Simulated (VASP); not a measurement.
# Ta2H (C222) in VASP: single point with PBEsol

Aim: the single point of Ta2H with PBEsol.

Program: VASP 6.6.1. These are calculated values, not measurements. Logs are shortened: lines on timing, memory, paths and dates and some standing lists are left out, and cuts for length are marked.

### 1 The cell of the first run

It takes space group C222 (No. 21, orthorhombic). Conventional cell: a = 3.537 Å, b = 4.944 Å, c = 5.069 Å, α = 90.00°, β = 90.00°, γ = 90.00°. Ta (site symmetry 2) has 2 H at 2.08 Å and 2 Ta at 2.85 Å within 2.9 Å. H (site symmetry 222) has 4 Ta at 2.08 Å within 2.8 Å.

### 2 Single point, PBEsol (strained)

Input file INCAR:

```
SYSTEM = Ta2H
PREC = Accurate
ENCUT = 520
EDIFF = 1E-6
ISMEAR = 0
SIGMA = 0.1
LREAL = .False.
LASPH = .True.
NELM = 100
ALGO = Normal
ISIF = 2
LWAVE = .False.
LCHARG = .False.
GGA = PS
NBANDS = 18
```

Input file KPOINTS:

```
Automatic mesh
0
Gamma
  16 16 10
  0 0 0
```

Input file POSCAR:

```
Ta2H
1.0
    1.7685485356     -2.4719481747      0.0000000000
    1.7685485356      2.4719481747      0.0000000000
    0.0000000000      0.0000000000      5.0685901858
Ta H
2 1
Direct
    0.0000000000      0.5000000000      0.2800123718
    0.5000000000      0.0000000000      0.7199876282
    0.0000000000      0.0000000000      0.0000000000
```

Potentials or basis: VASP PAW PBE potentials, release 64 (Ta_pv, H).

Launch:

```
$ cat potpaw_PBE.64/Ta_pv/POTCAR potpaw_PBE.64/H/POTCAR > POTCAR
$ mpirun -np 1 vasp_std > vasp.out
```

OUTCAR:

```text
SYSTEM = Ta2H
   PREC = Accurate
   ENCUT = 520
   EDIFF = 1E-6
   ISMEAR = 0
   LREAL = .False.
   LASPH = .True.
   NELM = 100
   ISIF = 2
   GGA = PS

 ion  position               nearest neighbor table
   1  0.000  0.500  0.280-   3 2.08   3 2.08   2 2.85   2 2.85   2 3.33   2 3.33   2 3.34   2 3.34

   2  0.500  0.000  0.720-   3 2.08   3 2.08   1 2.85   1 2.85   1 3.33   1 3.33   1 3.34   1 3.34

   3  0.000  0.000  0.000-   1 2.08   2 2.08   1 2.08   2 2.08

  LATTYP: Found a base centered orthorhombic cell.
 ALAT       =     3.5370970712
 B/A-ratio  =     1.3977270767
 C/A-ratio  =     1.4329802332

  Lattice vectors:

 A1 = (   1.7685485356,  -2.4719481747,   0.0000000000)
 A2 = (   1.7685485356,   2.4719481747,   0.0000000000)
 A3 = (   0.0000000000,   0.0000000000,   5.0685901858)

Analysis of symmetry for initial positions (statically):
=====================================================================
 Subroutine PRICEL returns:
 Original cell was already a primitive cell.

 Routine SETGRP: Setting up the symmetry group for a
 base centered orthorhombic supercell.

 Subroutine GETGRP returns: Found  4 space group operations
 (whereof  4 operations were pure point group operations)
 out of a pool of  8 trial point group operations.

The static configuration has the point symmetry D_2 .

Analysis of symmetry for dynamics (positions and initial velocities):
=====================================================================
 Subroutine PRICEL returns:
 Original cell was already a primitive cell.

 Routine SETGRP: Setting up the symmetry group for a
 base centered orthorhombic supercell.

 Subroutine GETGRP returns: Found  4 space group operations
 (whereof  4 operations were pure point group operations)
 out of a pool of  8 trial point group operations.

The dynamic configuration has the point symmetry D_2 .

 Subroutine INISYM returns: Found  4 space group operations
 (whereof  4 operations are pure point group operations),
 and found     1 'primitive' translations

----------------------------------------------------------------------------------------

                                     Primitive cell

  volume of cell :      44.3173

  direct lattice vectors                    reciprocal lattice vectors
     1.768548536 -2.471948175  0.000000000     0.282717715 -0.202269613  0.000000000
     1.768548536  2.471948175  0.000000000     0.282717715  0.202269613  0.000000000
     0.000000000  0.000000000  5.068590186     0.000000000  0.000000000  0.197293520

  length of vectors
     3.039455823  3.039455823  5.068590186     0.347623794  0.347623794  0.197293520

  position of ions in fractional coordinates (direct lattice)
     0.000000000  0.500000000  0.280012372
     0.500000000  0.000000000  0.719987628
     0.000000000  0.000000000  0.000000000

  ion indices of the primitive-cell ions
   primitive index   ion index
                 1           1
                 2           2
                 3           3

----------------------------------------------------------------------------------------

 KPOINTS: Automatic mesh

Automatic generation of k-mesh.
 Grid dimensions read from file:
 generate k-points for:   16   16   10

 Generating k-lattice:

  Cartesian coordinates                     Fractional coordinates (reciprocal lattice)
     0.017669857 -0.012641851  0.000000000     0.062500000  0.000000000  0.000000000
     0.017669857  0.012641851  0.000000000     0.000000000  0.062500000  0.000000000
     0.000000000  0.000000000  0.019729352     0.000000000  0.000000000  0.100000000

  Length of vectors
     0.021726487  0.021726487  0.019729352

  Shift w.r.t. Gamma in fractional coordinates (k-lattice)
     0.000000000  0.000000000  0.000000000

 Subroutine IBZKPT returns following result:
 ===========================================

 Found    438 irreducible k-points:

 Following reciprocal coordinates:
            Coordinates               Weight
  0.000000  0.000000  0.000000      1.000000
  0.062500 -0.000000  0.000000      4.000000
  0.125000 -0.000000  0.000000      4.000000
  0.187500 -0.000000  0.000000      4.000000
  0.250000 -0.000000  0.000000      4.000000
  0.312500 -0.000000  0.000000      4.000000
[... 16 lines left out ...]
 -0.125000  0.062500  0.000000      4.000000
 -0.062500  0.062500  0.000000      2.000000
 [... further k-points ...]
   k-points           NKPTS =    438   k-points in BZ     NKDIM =    438   number of bands    NBANDS=     18
   number of dos      NEDOS =    301   number of ions     NIONS =      3
   total plane-waves  NPLWV =  23040
   dimension x,y,z NGX =    24 NGY =   24 NGZ =   40
   dimension x,y,z NGXF=    48 NGYF=   48 NGZF=   80
   ions per type =               2   1
   NGX,Y,Z   is equivalent  to a cutoff of  13.13, 13.13, 13.12 a.u.
   NGXF,Y,Z  is equivalent  to a cutoff of  26.25, 26.25, 26.24 a.u.
 SYSTEM =  Ta2H
   PREC   = accura    normal or accurate (medium, high low for compatibility)
   ISTART =      0    job   : 0-new  1-cont  2-samecut
   ICHARG =      2    charge: 1-file 2-atom 10-const
   ISPIN  =      1    spin polarized calculation?
   LNONCOLLINEAR =      F non collinear calculations
   LSORBIT =      F    spin-orbit coupling
   LASPH  =      T    aspherical Exc in radial PAW
   ENCUT  =  520.0 eV  38.22 Ry    6.18 a.u.   5.65  5.65  9.42*2*pi/ulx,y,z
   NELM   =    100;   NELMIN=  2; NELMDL= -5     # of ELM steps
   EDIFF  = 0.1E-05   stopping-criterion for ELM
   LREAL  =      F    real-space projection
   EDIFFG = 0.1E-04   stopping-criterion for IOM
   NSW    =      0    number of steps for IOM
   IBRION =     -1    ionic relax: 0-MD 1-quasi-New 2-CG
   NFREE  =      0    steps in history (QN), initial steepest desc. (CG)
   ISIF   =      2    stress and relaxation
   ISYM   =      2    0-nonsym 1-usesym 2-fastsym
   POTIM  = 0.5000    time-step for ionic-motion
   TEBEG  =    0.0;   TEEND  =   0.0 temperature during run
   PSTRESS=    0.0 pullay stress
   NELECT =      23.0000    total number of electrons
   NUPDOWN=      -1.0000    fix difference up-down
   EMIN   =  10.00;   EMAX   =-10.00  energy-range for DOS
   EFERMI =   0.00;   METHOD = LEGACY
   ISMEAR =     0;   SIGMA  =   0.10  broadening in eV -4-tet -1-fermi 0-gaus
   EFERMI_NEDOS =   21; number of points for ismear=-14 and -15
   IALGO  =     38    algorithm
   IMIX   =      4    mixing-type and parameters
     AMIX     =   0.40;   BMIX     =  1.00
     AMIX_MAG =   1.60;   BMIX_MAG =  1.00
  volume/ion in A,a.u.               =      14.77        99.69
  Fermi-wavevector in a.u.,A,eV,Ry     =   1.315607  2.486137 23.549270  1.730823
  Thomas-Fermi vector in A             =   2.445778
   LORBIT       =      0    0 simple, 1 ext, 2 COOP (PROOUT), +10 PAW based schemes
   GGA     = PS    functional components
   LHFCALC =     F    Hartree Fock is set to
   AEXX    =    0.0000 exact exchange contribution
   IVDW    =     0    specifies the selected vdW correction
   LEPSILON=     F    determine dielectric tensor
   LRPA    =     F    only Hartree local field effects (RPA)
 non-spin polarized calculation
 Gauss-broadening in eV      SIGMA  =   0.10
  energy-cutoff  :      520.00
  volume of cell :       44.32
 maximum number of plane-waves:      1212
   NGX = 11   NGY = 11   NGZ = 19

 number of electron      22.9999997 magnetization

 Free energy of the ion-electron system (eV)
  ---------------------------------------------------
  ext. energy  EPLUGINS =         0.00000000
  ---------------------------------------------------
  free energy    TOTEN  =       -28.37102722 eV

  energy without entropy =      -28.36338497  energy(sigma->0) =      -28.36720609

 E-fermi :   4.3494     XC(G=0): -11.9332

 val. band max:        4.3470842906   @ k =   0.4375   0.1875   0.0000
 cond. band min:       4.3515471170   @ k =  -0.2500   0.2500   0.4000
 fundamental gap:      0.0044628265
 Fermi energy:         4.3494352282

 k-point     1 :       0.0000    0.0000    0.0000
  band No.  band energies     occupation
      1     -30.2530      2.00000
      2     -29.7755      2.00000
      3     -29.5767      2.00000
      4     -29.5511      2.00000
      5     -29.5420      2.00000
      6     -29.4973      2.00000
[... 10 lines left out ...]
     17       7.8783      0.00000
     18      10.1392      0.00000

 k-point     2 :       0.0625   -0.0000    0.0000
  band No.  band energies     occupation
      1     -30.2461      2.00000
      2     -29.7874      2.00000
      3     -29.5775      2.00000
      4     -29.5608      2.00000
      5     -29.5527      2.00000
      6     -29.5053      2.00000
[... 10 lines left out ...]
     17       8.0396      0.00000
     18      10.1805      0.00000

 k-point     3 :       0.1250   -0.0000    0.0000
  band No.  band energies     occupation
      1     -30.2262      2.00000
      2     -29.8230      2.00000
      3     -29.6038      2.00000
      4     -29.5848      2.00000
      5     -29.5714      2.00000
      6     -29.5172      2.00000
[... 10 lines left out ...]
     17       8.2202      0.00000
     18      10.3431      0.00000

 k-point     4 :       0.1875   -0.0000    0.0000
  band No.  band energies     occupation
      1     -30.1960      2.00000
      2     -29.8808      2.00000
      3     -29.6784      2.00000
      4     -29.6120      2.00000
      5     -29.5763      2.00000
      6     -29.5257      2.00000
[... 10 lines left out ...]
     17       8.2500      0.00000
     18      10.5011      0.00000

 k-point     5 :       0.2500   -0.0000    0.0000
  band No.  band energies     occupation
      1     -30.1611      2.00000
      2     -29.9533      2.00000
      3     -29.7635      2.00000
      4     -29.6458      2.00000
      5     -29.5786      2.00000
      6     -29.5331      2.00000
[... 10 lines left out ...]
     17       8.1417      0.00000
     18      10.1446      0.00000

 k-point     6 :       0.3125   -0.0000    0.0000
  band No.  band energies     occupation
      1     -30.1321      2.00000
      2     -30.0272      2.00000
      3     -29.8356      2.00000
      4     -29.6832      2.00000
      5     -29.5803      2.00000
      6     -29.5401      2.00000
[... 10 lines left out ...]
     17       8.0248      0.00000
     18       9.8067      0.00000

 k-point     7 :       0.3750   -0.0000    0.0000
  band No.  band energies     occupation
      1     -30.1269      2.00000
      2     -30.0868      2.00000
      3     -29.8689      2.00000
      4     -29.7246      2.00000
      5     -29.5812      2.00000
      6     -29.5463      2.00000
[... 10 lines left out ...]
     17       8.1055      0.00000
     18       9.9956      0.00000

 k-point     8 :       0.4375    0.0000    0.0000
  band No.  band energies     occupation
      1     -30.1483      2.00000
      2     -30.1185      2.00000
      3     -29.8564      2.00000
      4     -29.7693      2.00000
      5     -29.5814      2.00000
      6     -29.5508      2.00000
[... 10 lines left out ...]
     17       9.2259      0.00000
     18      10.7088      0.00000
[... 229 lines left out ...]
     17       8.2531      0.00000
     18      10.0382      0.00000

 k-point    20 :      -0.3125    0.0625    0.0000
  band No.  band energies     occupation
      1     -30.1444      2.00000
      2     -30.0113      2.00000
      3     -29.8470      2.00000
      4     -29.6605      2.00000
      5     -29.5878      2.00000
      6     -29.5436      2.00000
[... 10 lines left out ...]
     17       8.0157      0.00000
     18      10.0076      0.00000

 k-point    21 :      -0.2500    0.0625    0.0000
  band No.  band energies     occupation
      1     -30.1753      2.00000
      2     -29.9347      2.00000
      3     -29.7690      2.00000
      4     -29.6341      2.00000
      5     -29.5834      2.00000
      6     -29.5349      2.00000
[... 10 lines left out ...]
     17       8.3228      0.00000
     18      10.3753      0.00000

 k-point    22 :      -0.1875    0.0625    0.0000
  band No.  band energies     occupation
      1     -30.2073      2.00000
      2     -29.8622      2.00000
      3     -29.6835      2.00000
      4     -29.6157      2.00000
      5     -29.5750      2.00000
      6     -29.5263      2.00000
[... 10 lines left out ...]
     17       8.5577      0.00000
     18      10.4202      0.00000

 k-point    23 :      -0.1250    0.0625    0.0000
  band No.  band energies     occupation
      1     -30.2322      2.00000
      2     -29.8098      2.00000
      3     -29.6114      2.00000
      4     -29.6010      2.00000
      5     -29.5647      2.00000
      6     -29.5169      2.00000
[... 10 lines left out ...]
     17       8.5617      0.00000
     18      10.1586      0.00000

 k-point    24 :      -0.0625    0.0625    0.0000
  band No.  band energies     occupation
      1     -30.2458      2.00000
      2     -29.7858      2.00000
      3     -29.5874      2.00000
      4     -29.5684      2.00000
      5     -29.5576      2.00000
      6     -29.5063      2.00000
[... 10 lines left out ...]
     17       8.3225      0.00000
     18      10.1063      0.00000

 [... further k-points ...]

------------------------ aborting loop because EDIFF is reached ----------------------------------------

  FORCE on cell =-STRESS in cart. coord.  units (eV):
  Direction    XX          YY          ZZ          XY          YZ          ZX
  --------------------------------------------------------------------------------------
  -------------------------------------------------------------------------------------
  Total       -5.5997954     -6.6653774     -6.7537263      0.0000000      0.0000000      0.0000000
  in kB     -202.4460105   -240.9693509   -244.1633763      0.0000000      0.0000000      0.0000000
  external PRESSURE =    -229.1929126 kB  Pullay stress =       0.0000000 kB

 VOLUME and BASIS-vectors are now :
 -----------------------------------------------------------------------------
  energy-cutoff  :      520.00
  volume of cell :       44.32
      direct lattice vectors                 reciprocal lattice vectors
     1.768548536 -2.471948175  0.000000000     0.282717715 -0.202269613  0.000000000
     1.768548536  2.471948175  0.000000000     0.282717715  0.202269613  0.000000000
     0.000000000  0.000000000  5.068590186     0.000000000  0.000000000  0.197293520

 POSITION                                       TOTAL-FORCE (eV/Angst)
 -----------------------------------------------------------------------------------
      0.88427      1.23597      1.41927         0.000000     -0.000000     -0.705702
      0.88427     -1.23597      3.64932        -0.000000      0.000000      0.705702
      0.00000      0.00000      0.00000         0.000000     -0.000000      0.000000
 -----------------------------------------------------------------------------------
    total drift:                                0.000000     -0.000000     -0.000000

  FREE ENERGIE OF THE ION-ELECTRON SYSTEM (eV)
  ---------------------------------------------------
  free  energy   TOTEN  =       -28.3710272153 eV

  energy  without entropy=      -28.3633849673  energy(sigma->0) =      -28.36720609
```

It took 3.6 min on 1 thread of Intel Xeon Platinum 8375C at 2.90GHz (Ice Lake), shared host; peak memory 0.41 GiB.

Results:

```
Free energy            : -28.3710 eV
Pressure               : -22.9 GPa
Largest force          : 0.706 eV/Å
Band gap on the k mesh : zero (an odd number of electrons rules out a gap without spin polarisation)
```

Forces on the atoms (eV/Å):
```
Ta   0.000  0.000 -0.706
Ta   0.000  0.000  0.706
H    0.000  0.000  0.000
```

Caveat: the cell differs from its parent crystal (strained); the cell stands under tension; the PAW data sets were made with another functional, which shifts forces and pressure a little; spin-orbit coupling is left out, which moves the levels of the heavy elements.
